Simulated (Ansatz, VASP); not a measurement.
AgCl: VASP beside Ansatz

File INCAR:

```
  PREC = Accurate
  ENCUT = 520
  EDIFF = 1E-6
  ISMEAR = -1
  SIGMA = 0.02
  LREAL = F
  LASPH = T
  NELM = 100
  ALGO = Normal
  ISIF = 2
  LWAVE = F
  LCHARG = F
  GGA = PE
  NBANDS = 16
```

File KPOINTS:

```
Automatic mesh
0
Gamma
  8 8 8
```

POSCAR

```
AgCl
1.0
    3.3919660813     -0.0036219606     -0.0036219606
   -0.0036219606      3.3919660813     -0.0036219606
   -0.0036219606     -0.0036219606      3.3919660813
Ag Cl
1 1
Direct
    0.0000000000      0.0000000000      0.0000000000
    0.5000000000      0.5000000000      0.5000000000
```

Input for Ansatz:

```yaml
crystal:
  lattice:
    - [3.3919660813, -0.0036219606, -0.0036219606]
    - [-0.0036219606, 3.3919660813, -0.0036219606]
    - [-0.0036219606, -0.0036219606, 3.3919660813]
  atoms:
    - { symbol: Ag, position: [0.0, 0.0, 0.0] }
    - { symbol: Cl, position: [0.5, 0.5, 0.5] }
kpoints:
  mp_grid: { grid: [8, 8, 8] }
  band_path:
    path: [[0.0, 0.0, 0.0], [0.0, 0.5, 0.0], [0.5, 0.5, 0.0], [0.5, 0.5, 0.5]]
    npoints: 1
hamiltonian:
  xc: pbe
scf:
  occupations: { method: fermi_dirac, width: 0.02 }
  n_extra_bands: 4
output:
  forces: true
  stress: true
  eigenvalues: true
```

Change from the starting cell: shear_111 strain -0.3%.

Alike in both runs: task single point; functional PBE; k mesh 8 × 8 × 8; occupations fermi-dirac, width 0.02 eV; no spin polarisation.

|  | VASP | Ansatz |
| --- | --- | --- |
| version | VASP 6.6.1 | Ansatz 0.2.0 |
| potentials or method | VASP PAW PBE potentials, release 64 (Ag, Cl) | plane waves, PAW |
| plane-wave cutoff (eV) | 520 | 420 |
| valence electrons in the cell | 18 | 26 |

```csv
,VASP,Ansatz,Ansatz less VASP
pressure (GPa),1.6,1.8,+0.14
```

VASP's potentials hold 18 valence electrons a cell and Ansatz's 26, so a difference there can come from the potentials and not from the codes.
